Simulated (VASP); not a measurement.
Set up this calculation in VASP 6.6.1, as the native input.

```yaml
Task: single point
Functional: PBE
Potentials_or_basis: VASP PAW PBE potentials, release 64 (Co, Si)
Cutoff: 600 eV
k_mesh: 16 × 16 × 14
Occupations: fermi-dirac, width 0.05 eV
Spin: no spin polarisation
Dipole_correction: no
Further_INCAR_settings: ALGO = Normal; EDIFF = 1e-06; NBANDS = 14
```

The structure of CoSi (WC type) lies in POSCAR:

```
CoSi
1.0
    2.9181110817      0.0000000000      0.0000000000
   -1.4590555409      2.5271583278      0.0000000000
    0.0000000000      0.0000000000      2.4397956994
Co Si
1 1
Direct
    0.0000000000      0.0000000000      0.0000000000
    0.3333333333      0.6666666667      0.5000000000
```

This cell differs from its parent crystal: volume scaled by 0.72.

These files were run (other wordings do the same):

INCAR

```
SYSTEM = CoSi
PREC = Accurate
ENCUT = 600
EDIFF = 1E-6
ISMEAR = -1
SIGMA = 0.05
LREAL = .FALSE.
LASPH = .TRUE.
NELM = 120
ALGO = Normal
ISIF = 2
LWAVE = .FALSE.
LCHARG = .TRUE.
GGA = PE
LELF = .TRUE.
LVHAR = .TRUE.
NBANDS = 14
GGA_COMPAT = .FALSE.
```

KPOINTS

```
regular mesh
0
G
  16 16 14
  0 0 0
```

Potentials or basis: VASP PAW PBE potentials, release 64 (Co, Si).

Run with:

```bash
$ cat potpaw_PBE.64/Co/POTCAR potpaw_PBE.64/Si/POTCAR > POTCAR
$ mpirun -np 1 vasp_std > vasp.out
```

Results of the run:

```yaml
Pressure: 114.2 GPa
```

Wall time 35 s on 1 thread of Intel(R) Xeon(R) 6975P-C (Granite Rapids), on a shared host, peak memory 0.2 GiB.
